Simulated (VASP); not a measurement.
Write the native input for VASP 6.6.1 that does the following.

- Task: single point
- Functional: r2SCAN
- Potentials or basis: VASP PAW PBE potentials, release 64 (Al, Ga_d, N_h)
- Cutoff: 1460 eV
- k mesh: 8 × 8 × 6
- Occupations: gaussian, width 0.02 eV
- Spin: no spin polarisation
- Dipole correction: no
- Further INCAR settings: ALGO = Normal; EDIFF = 1e-06; NBANDS = 21

AlGaN2:

```
Al Ga N
1.0
     3.20130    0.00000    0.00000
     0.00000    3.20130    0.00000
     0.00000    0.00000    4.36929
Al Ga N
1 1 2
Direct
  0.50000 0.50000 0.50000
  0.00000 0.00000 0.00000
  0.50000 0.00000 0.73908
  0.00000 0.50000 0.26092
```

This cell differs from its parent crystal: biaxial strain in the a-b plane: +2.0 %.

The input as run:

POSCAR

```
AlGaN2
1.0
    3.2012969537      0.0000000000      0.0000000000
    0.0000000000      3.2012969537      0.0000000000
    0.0000000000      0.0000000000      4.3692884588
Al Ga N
1 1 2
Direct
    0.5000000000      0.5000000000      0.5000000000
    0.0000000000      0.0000000000      0.0000000000
    0.5000000000      0.0000000000      0.7390831718
    0.0000000000      0.5000000000      0.2609168282
```

INCAR.step1

```
PREC = Accurate ; ENCUT = 1460
ISMEAR = 0 ; SIGMA = 0.02
LREAL = F ; LASPH = T
NELM = 120 ; NBANDS = 21
GGA = PE ; ALGO = Normal
EDIFF = 1E-5 ; LWAVE = T
LCHARG = F ; GGA_COMPAT = F
```

INCAR.step2

```
PREC = Accurate ; ENCUT = 1460
EDIFF = 1E-6 ; ISMEAR = 0
SIGMA = 0.02 ; LREAL = F
LASPH = T ; NELM = 120
ALGO = Normal ; ISIF = 2
LWAVE = F ; LCHARG = T
METAGGA = R2SCAN ; LMIXTAU = T
LELF = T ; LVHAR = T
NBANDS = 21 ; ISTART = 1
GGA_COMPAT = F
```

KPOINTS

```
regular mesh
0
Gamma
  8 8 6
```

Potentials or basis: VASP PAW PBE potentials, release 64 (Al, Ga_d, N_h).

The run is started by

```bash
$ cat potpaw_PBE.64/Al/POTCAR potpaw_PBE.64/Ga_d/POTCAR potpaw_PBE.64/N_h/POTCAR > POTCAR
$ cp INCAR.step1 INCAR
$ mpirun -np 1 vasp_std > vasp.out
$ cp INCAR.step2 INCAR
$ mpirun -np 1 vasp_std > vasp.out
```

Results of the run:

```json
{"Pressure": "-5.2 GPa", "Largest force": "0.132 eV/Å", "Band gap on the k mesh": "3.20 eV"}
```

Caveat: the cell differs from its parent crystal (biaxial strain in the a-b plane: +2.0 %); the cell stands under tension; the PAW data sets were made with another functional, which shifts forces and pressure a little.

Run time: 6.6 min on 1 thread of Intel(R) Xeon(R) Platinum 8488C (Sapphire Rapids) (shared host), peak memory 0.51 GiB.
